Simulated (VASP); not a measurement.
Set up this calculation in VASP 6.6.1, as the native input.

* Task: electric field gradients
* Functional: r2SCAN
* Potentials or basis: VASP PAW PBE potentials, release 64 (Sb, Pt)
* Cutoff: 520 eV
* k mesh: 5 × 5 × 5
* Occupations: fermi-dirac, width 0.05 eV
* Spin: no spin polarisation
* Dipole correction: no
* Further INCAR settings: ALGO = Normal; EDIFF = 1e-08; NBANDS = 52

Sb2Pt:

```
Sb Pt
1.0
     6.44230    0.00000    0.00000
     0.00000    6.44230    0.00000
     0.00000    0.00000    6.44230
Sb Pt
8 4
Direct
  0.37450 0.37450 0.37450
  0.12550 0.62550 0.87450
  0.87450 0.12550 0.62550
  0.62550 0.87450 0.12550
  0.62550 0.62550 0.62550
  0.87450 0.37450 0.12550
  0.12550 0.87450 0.37450
  0.37450 0.12550 0.87450
  0.00000 0.00000 0.00000
  0.50000 0.00000 0.50000
  0.50000 0.50000 0.00000
  0.00000 0.50000 0.50000
```

The input as run:

POSCAR

```
Sb2Pt
1.0
    6.4423000000      0.0000000000      0.0000000000
    0.0000000000      6.4423000000      0.0000000000
    0.0000000000      0.0000000000      6.4423000000
Sb Pt
8 4
Direct
    0.3744988013      0.3744988013      0.3744988013
    0.1255011987      0.6255011987      0.8744988013
    0.8744988013      0.1255011987      0.6255011987
    0.6255011987      0.8744988013      0.1255011987
    0.6255011987      0.6255011987      0.6255011987
    0.8744988013      0.3744988013      0.1255011987
    0.1255011987      0.8744988013      0.3744988013
    0.3744988013      0.1255011987      0.8744988013
    0.0000000000      0.0000000000      0.0000000000
    0.5000000000      0.0000000000      0.5000000000
    0.5000000000      0.5000000000      0.0000000000
    0.0000000000      0.5000000000      0.5000000000
```

INCAR.step1

```
SYSTEM = Sb2Pt
  PREC = Accurate
  ENCUT = 520
  ISMEAR = -1
  SIGMA = 0.05
  LREAL = .FALSE.
  LASPH = .TRUE.
  NELM = 60
  NBANDS = 52
  GGA = PE
  ALGO = Normal
  EDIFF = 1E-4
  LWAVE = .TRUE.
  LCHARG = .FALSE.
```

INCAR.step2

```
SYSTEM = Sb2Pt
  PREC = Accurate
  ENCUT = 520
  EDIFF = 1E-8
  ISMEAR = -1
  SIGMA = 0.05
  LREAL = .FALSE.
  LASPH = .TRUE.
  NELM = 60
  ALGO = Normal
  ISIF = 2
  LWAVE = .FALSE.
  LCHARG = .FALSE.
  METAGGA = R2SCAN
  LMIXTAU = .TRUE.
  LEFG = .TRUE.
  NBANDS = 52
  ISTART = 1
```

KPOINTS

```
Automatic mesh
0
G
  5 5 5
  0 0 0
```

Potentials or basis: VASP PAW PBE potentials, release 64 (Sb, Pt).

Launch:

```bash
$ cat potpaw_PBE.64/Sb/POTCAR potpaw_PBE.64/Pt/POTCAR > POTCAR
$ cp INCAR.step1 INCAR
$ mpirun -np 1 vasp_std > vasp.out
$ cp INCAR.step2 INCAR
$ mpirun -np 1 vasp_std > vasp.out
```

It gave:

- Pressure: 3.4 GPa
- Largest force: 0.096 eV/Å
- Band gap on the k mesh: 0.03 eV (least direct gap 0.19 eV)
- Largest electric field gradient by atom: Sb +60.5; Pt -28.3 V/Å²

Caveat: the cell stands under pressure; the smearing spreads over this small gap; without QUAD_EFG the Cq values of the log hold for a quadrupole moment of 1 mb, not for the nuclei; the PAW data sets were made with another functional, which shifts forces and pressure a little; spin-orbit coupling is left out, which moves the levels of the heavy elements; an odd mesh through Γ misses points on the zone boundary, where band edges can lie.

Wall time 7.8 min on 1 thread of Intel(R) Xeon(R) Platinum 8488C (Sapphire Rapids) (shared host), peak memory 0.43 GiB.
